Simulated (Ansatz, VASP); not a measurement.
## One calculation of KPt, two programs

File INCAR:

```
SYSTEM = KPt
PREC     = Accurate       ! precision mode
ENCUT    = 520            ! plane-wave cutoff, eV
EDIFF    = 1E-6           ! SCF threshold, eV
ISMEAR   = 0              ! smearing method
SIGMA    = 0.05           ! smearing width, eV
LREAL    = .False.        ! projectors in reciprocal space
LASPH    = .True.         ! aspherical terms in the spheres
NELM     = 80             ! most SCF steps
ALGO     = Fast           ! electronic algorithm
ISIF     = 2              ! what is computed and relaxed
LWAVE    = .False.        ! write WAVECAR
LCHARG   = .False.        ! write CHGCAR
NBANDS   = 16             ! bands
```

The input KPOINTS:

```
regular mesh
0
Gamma
  10 10 5
  0 0 0
```

POSCAR

```
KPt
1.0
    3.0008472788      0.0000000000      0.0000000000
   -1.5004236394      2.5988099763      0.0000000000
    0.0000000000      0.0000000000      5.3455780000
Pt K
1 1
Direct
    0.6666666667      0.3333333333      0.0000000000
    0.0000000000      0.0000000000      0.5000000000
```

The input input.yaml:

```yaml
crystal:
  lattice:
    - [3.0008472788, 0.0, 0.0]
    - [-1.5004236394, 2.5988099763, 0.0]
    - [0.0, 0.0, 5.345578]
  atoms:
    - { symbol: Pt, position: [0.6666666667, 0.3333333333, 0.0] }
    - { symbol: K, position: [0.0, 0.0, 0.5] }
kpoints:
  mp_grid: { grid: [10, 10, 5] }
scf:
  occupations: { method: gaussian, width: 0.05 }
hamiltonian:
  xc: lda
  pseudopotentials: { kind: all_electron, lapw: { basis_error: 0.001 } }
output:
  forces: true
  stress: true
  eigenvalues: true
```

Alike in both runs: task single point; functional LDA; k mesh 10 × 10 × 5; occupations gaussian, width 0.05 eV; no spin polarisation.

|  | VASP | Ansatz |
| --- | --- | --- |
| version | VASP 6.6.1 | Ansatz 0.2.0 |
| potentials or method | VASP PAW LDA potentials, release 64 (Pt, K_sv), cutoff 520 eV | all-electron LAPW, scalar-relativistic |

Ansatz gave:

```
gap on the k mesh at the Fermi level (eV)                     : none
pressure (GPa)                                                : -7.1
traceless stress, the component that is largest in VASP (GPa) : 1.33
```

Q: Estimate VASP's values.

A: gap on the k mesh at the Fermi level (eV): none; pressure (GPa): -6.7; traceless stress, the component that is largest in VASP (GPa): 1.28.

LDA's correlation is that of Perdew and Zunger in VASP and of Perdew and Wang (1992) in Ansatz. A gap of «none» marks a metal or a gap that the smearing closes. Ansatz ran all-electron here, and VASP with PAW potentials.

Neither program's run includes spin-orbit coupling.
